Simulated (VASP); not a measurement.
Here is a VASP 6.6.1 calculation.

INCAR

```
PREC = Accurate
ENCUT = 520
EDIFF = 1E-6
ISMEAR = 0
SIGMA = 0.01
LREAL = F
LASPH = T
NELM = 60
ALGO = Normal
ISIF = 2
LWAVE = F
LCHARG = T
GGA = PE
LELF = T
LVHAR = T
NBANDS = 16
```

Contents of KPOINTS:

```
regular mesh
0
Gamma
  6 6 2
```

Contents of POSCAR:

```
SiC
1.0
    3.0753564053      0.0000000000      0.0000000000
   -1.5376782026      2.6633367727      0.0000000000
    0.0000000000      0.0000000000      5.0481087160
Si C
2 2
Direct
    0.3333333333      0.6666666667      0.4995917782
    0.6666666667      0.3333333333      0.9995917782
    0.3333333333      0.6666666667      0.8754082218
    0.6666666667      0.3333333333      0.3754082218
```

Potentials or basis: VASP PAW PBE potentials, release 64 (Si, C).

Launch:

```console
$ cat potpaw_PBE.64/Si/POTCAR potpaw_PBE.64/C/POTCAR > POTCAR
$ mpirun -np 1 vasp_std > vasp.out
```

What does it give for the band gap on the k mesh?

2.27 eV, indirect (least direct gap 3.97 eV).

What does it give for the largest force?

0.033 eV/Å.

Estimate the pressure.

3.6 GPa.

Stress tensor (GPa, compression positive):
```
3.34 0.00 0.00
0.00 3.34 0.00
0.00 0.00 4.00
```

Caveat: the k points lie up to 0.62 Å⁻¹ apart. PBE gaps usually lie below the measured ones, often by a third to a half.
